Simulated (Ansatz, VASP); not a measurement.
# One calculation of BiTe, two programs

```xyz
2
Lattice="0.0000 3.2133 3.2133 3.2133 0.0000 3.2133 3.2133 3.2133 0.0000" Properties=species:S:1:pos:R:3 pbc="T T T"
Bi    0.0000    0.0000    0.0000
Te    3.2133    3.2133    3.2133
```

Change from the starting cell: volume scaled by 0.98, PAW files.

Alike in both runs: task electric field gradients; functional PBE; k mesh 10 × 10 × 10; occupations fermi-dirac, width 0.08 eV; no spin polarisation.

|  | VASP | Ansatz |
| --- | --- | --- |
| version | VASP 6.6.1 | Ansatz 0.2.0 |
| potentials or method | VASP PAW PBE potentials, release 64 (Bi_d, Te) | PAW with Ansatz's default frozen-core files, scalar-relativistic |
| plane-wave cutoff (eV) | 520 | 420 |
| valence electrons in the cell | 21 | 31 |

```tsv
	VASP	Ansatz	Ansatz less VASP
pressure (GPa)	1.8	1.9	+0.05
```

The functional is the same, so the differences come from potentials, cutoffs and numerics. VASP's potentials hold 21 valence electrons a cell and Ansatz's 31, so a difference there can come from the potentials and not from the codes.

Spin-orbit coupling is off throughout.
